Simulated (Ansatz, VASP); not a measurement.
# Si3Ge in VASP and in Ansatz

File INCAR:

```
SYSTEM = Si3Ge
PREC     = Accurate       ! precision mode
ENCUT    = 600            ! plane-wave cutoff, eV
EDIFF    = 1E-6           ! SCF threshold, eV
ISMEAR   = 0              ! smearing method
SIGMA    = 0.1            ! smearing width, eV
LREAL    = .FALSE.        ! projectors in reciprocal space
LASPH    = .TRUE.         ! aspherical terms in the spheres
NELM     = 60             ! most SCF steps
ALGO     = Normal         ! electronic algorithm
ISIF     = 3              ! what is computed and relaxed
LWAVE    = .FALSE.        ! write WAVECAR
LCHARG   = .FALSE.        ! write CHGCAR
GGA      = PE             ! functional
IBRION   = 2              ! ionic algorithm
NSW      = 90             ! ionic steps
EDIFFG   = -0.04          ! ionic threshold
```

File KPOINTS:

```
regular mesh
0
G
  6 6 4
  0 0 0
```

The input POSCAR:

```
Si3Ge
1.0
    3.7266508700      0.0000000000      0.0000000000
    0.0000000000      3.7266508700      0.0000000000
    0.0000000000      0.0000000000      4.8367554200
Si Ge
3 1
Direct
    0.0000000000      0.5000000000      0.0000000000
    0.5000000000      0.0000000000      0.0000000000
    0.0000000000      0.0000000000      0.5000000000
    0.5000000000      0.5000000000      0.0000000000
```

Input for Ansatz:

```yaml
crystal:
  lattice:
    - [3.72665087, 0.0, 0.0]
    - [0.0, 3.72665087, 0.0]
    - [0.0, 0.0, 4.83675542]
  atoms:
    - { symbol: Si, position: [0.0, 0.5, 0.0] }
    - { symbol: Si, position: [0.5, 0.0, 0.0] }
    - { symbol: Si, position: [0.0, 0.0, 0.5] }
    - { symbol: Ge, position: [0.5, 0.5, 0.0] }
basis:
  ecutwfc: 420
kpoints:
  mp_grid: { grid: [6, 6, 4] }
hamiltonian:
  xc: pbe
scf:
  occupations: { method: gaussian, width: 0.1 }
  lower_state_search: "off"
output:
  forces: true
  stress: true
  eigenvalues: true
relax:
  adjacent_minimum: "off"
  f_tol: 0.04
  max_steps: 70
  cell: { stress_tol: 0.4 }
```

Alike in both runs: task relaxation of cell and atoms; functional PBE; k mesh 6 × 6 × 4; occupations gaussian, width 0.1 eV; no spin polarisation.

|  | VASP | Ansatz |
| --- | --- | --- |
| version | VASP 6.6.1 | Ansatz 0.2.0 |
| potentials or method | VASP PAW PBE potentials, release 64 (Si, Ge_d), cutoff 600 eV | scalar-relativistic, plane waves, PAW |
| valence electrons in the cell | 26 | 26 |

```csv
,VASP,Ansatz,Ansatz less VASP
"gap on the k mesh at the Fermi level, each at its own relaxed structure (eV)",none,none,-
relaxed volume (Å³/atom),16.36,16.34,-0.027
relaxed cell length with the largest relative difference (Å),4.913,4.909,-0.0045
```

A gap of «none» marks a metal or a gap that the smearing closes.
